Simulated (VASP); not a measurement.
Set up this calculation in VASP 6.6.1, as the native input.

- Task: single point
- Functional: r2SCAN
- Potentials or basis: VASP PAW PBE potentials, release 64 (Mo_sv, Ge_d)
- Cutoff: 520 eV
- k mesh: 14 × 14 × 14
- Occupations: fermi-dirac, width 0.08 eV
- Spin: no spin polarisation
- Hubbard terms: Mo d U = 5.0 eV
- Dipole correction: no
- Further INCAR settings: ALGO = Normal; EDIFF = 1e-06; NBANDS = 21

The system is GeMo (rocksalt type).

```
Mo Ge
1.0
     0.00000    2.41283    2.41283
     2.41283    0.00000    2.41283
     2.41283    2.41283    0.00000
Mo Ge
1 1
Direct
  0.00000 0.00000 0.00000
  0.50000 0.50000 0.50000
```

These files were run (other wordings do the same):

POSCAR

```
GeMo
1.0
    0.0000000000      2.4128293339      2.4128293339
    2.4128293339      0.0000000000      2.4128293339
    2.4128293339      2.4128293339      0.0000000000
Mo Ge
1 1
Direct
    0.0000000000      0.0000000000      0.0000000000
    0.5000000000      0.5000000000      0.5000000000
```

INCAR.step1

```
PREC = Accurate ; ENCUT = 520
ISMEAR = -1 ; SIGMA = 0.08
LREAL = F ; LASPH = T
NELM = 150 ; LMAXMIX = 4
LDAU = T ; LDAUTYPE = 2
LDAUL = 2 -1 ; LDAUU = 5 0
LDAUJ = 0 0 ; NBANDS = 21
GGA = PE ; ALGO = Normal
EDIFF = 1E-4 ; LWAVE = T
LCHARG = F
```

INCAR.step2

```
PREC = Accurate ; ENCUT = 520
EDIFF = 1E-6 ; ISMEAR = -1
SIGMA = 0.08 ; LREAL = F
LASPH = T ; NELM = 150
ALGO = Normal ; ISIF = 2
LWAVE = F ; LCHARG = T
LMAXMIX = 4 ; LDAU = T
LDAUTYPE = 2 ; LDAUL = 2 -1
LDAUU = 5 0 ; LDAUJ = 0 0
LDAUPRINT = 1 ; METAGGA = R2SCAN
LMIXTAU = T ; LELF = T
LVHAR = T ; NBANDS = 21
ISTART = 1
```

KPOINTS

```
Automatic mesh
0
Gamma
  14 14 14
```

Potentials or basis: VASP PAW PBE potentials, release 64 (Mo_sv, Ge_d).

Run with:

```sh
$ cat potpaw_PBE.64/Mo_sv/POTCAR potpaw_PBE.64/Ge_d/POTCAR > POTCAR
$ cp INCAR.step1 INCAR
$ mpirun -np 1 vasp_std > vasp.out
$ cp INCAR.step2 INCAR
$ mpirun -np 1 vasp_std > vasp.out
```

It gave:

| Property | Result |
| --- | --- |
| Pressure | 47.1 GPa |
| Band gap on the k mesh | zero (bands 14 and 15 overlap by 2.98 eV) |

Caveat: the cell stands under pressure; the PAW data sets were made with another functional, which shifts forces and pressure a little; U without spin polarisation on a metal has little footing; the U is typed as a test and isn't derived for this compound.

Run time: 3.2 min on 1 thread of AMD EPYC 9R45 96-Core Processor (Zen 5), on a shared host, peak memory 0.18 GiB.
